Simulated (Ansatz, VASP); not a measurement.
**Two plane-wave programs on Fe**

INCAR

```
SYSTEM = Fe
PREC = Accurate
ENCUT = 520
EDIFF = 1E-7
ISMEAR = -1
SIGMA = 0.05
LREAL = .FALSE.
LASPH = .TRUE.
NELM = 150
ALGO = Normal
ISIF = 2
LWAVE = .FALSE.
LCHARG = .FALSE.
ISPIN = 2
MAGMOM = 2.648 2.584 2.584
LORBIT = 11
LMAXMIX = 4
GGA = RE
NBANDS = 23
```

File KPOINTS:

```
Automatic mesh
0
G
  10 10 15
  0 0 0
```

POSCAR

```
Fe
1.0
    4.2222925111      0.0000000000      0.0000000000
   -2.1111462556      3.6566125768      0.0000000000
    0.0000000000      0.0000000000      2.4097498137
Fe
3
Direct
    0.0000000000      1.0000000000      0.0000000000
    0.3333333333      0.6666666667      0.5000000000
    0.6666666667      0.3333333333      0.5000000000
```

Input for Ansatz:

```yaml
crystal:
  lattice:
    - [4.2222925111, 0.0, 0.0]
    - [-2.1111462556, 3.6566125768, 0.0]
    - [0.0, 0.0, 2.4097498137]
  atoms:
    - { symbol: Fe, position: [0.0, 1.0, 0.0], spin: 2.648 }
    - { symbol: Fe, position: [0.3333333333, 0.6666666667, 0.5], spin: 2.584 }
    - { symbol: Fe, position: [0.6666666667, 0.3333333333, 0.5], spin: 2.584 }
hamiltonian:
  xc: revpbe
  pseudopotentials:
    kind: paw
    azcp:
      Fe: "pseudopotentials/Fe.paw.azcp"
basis:
  ecutwfc: 420
  fft_grid_basis: typed
kpoints:
  mp_grid: { grid: [10, 10, 15], shift: [0, 0, 0] }
magnetization:
  spin_polarized: true
scf:
  occupations: { method: fermi_dirac, width: 0.05 }
  lower_state_search: "off"
output:
  stress: true
```

Alike in both runs: task single point; functional revPBE; k mesh 10 × 10 × 15; occupations fermi-dirac, width 0.05 eV; collinear spin.

|  | VASP | Ansatz |
| --- | --- | --- |
| version | VASP 6.6.1 | Ansatz 0.2.0 |
| potentials or method | VASP PAW PBE potentials, release 64 (Fe), cutoff 520 eV | plane waves (420 eV) with PAW, scalar-relativistic |
| valence electrons in the cell | 24 | 48 |

Ansatz gave:

```
pressure (GPa)                                                : -0.3
traceless stress, the component that is largest in VASP (GPa) : -0.45
net moment per atom (μB)                                      : 2.58
size of the moment on the site where the two differ most (μB) : 2.65
```

**Question.** Which values does VASP return?

**Answer.** Pressure (GPa): -0.3; traceless stress, the component that is largest in VASP (GPa): -0.61; net moment per atom (μB): 2.59; size of the moment on the site where the two differ most (μB): 2.63.

VASP's potentials were made for PBE, not for revPBE. Site moments also hang on the region over which each program counts them. The functional is the same, so the differences come from potentials, cutoffs and numerics. VASP's potentials hold 24 valence electrons a cell and Ansatz's 48, so a difference there can come from the potentials and not from the codes.
